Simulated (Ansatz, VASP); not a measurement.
**KI in VASP and in Ansatz**

```
I K
1.0
     0.00000    3.56810    3.53277
     3.56810    0.00000    3.53277
     3.56810    3.56810    0.00000
I K
1 1
Direct
  0.50000 0.50000 0.50000
  0.00000 0.00000 0.00000
```

Alike in both runs: functional PBEsol; k mesh 6 × 6 × 6; occupations fermi-dirac, width 0.05 eV; no spin polarisation.

```csv
,VASP,Ansatz
version,VASP 6.6.1,Ansatz 0.2.0
potentials or method,"VASP PAW PBE potentials, release 64 (I, K_sv)",Ansatz PAW
plane-wave cutoff (eV),520,420
valence electrons in the cell,16,26
task,single point,band structure
```

```csv
,VASP,Ansatz,Ansatz less VASP
gap on the k mesh at the Fermi level (eV),3.77,3.78,+0.006
least direct gap on the mesh (eV),3.77,3.78,+0.006
pressure (GPa),-0.5,-0.5,-0.03
"traceless stress, the component that is largest in VASP (GPa)",0.14,0.14,-0.002
```

VASP's potentials were made for PBE, not for PBEsol. The functional is the same, so the differences come from potentials, cutoffs and numerics. VASP's potentials hold 16 valence electrons a cell and Ansatz's 26, so a difference there can come from the potentials and not from the codes.

Neither program's run includes spin-orbit coupling.
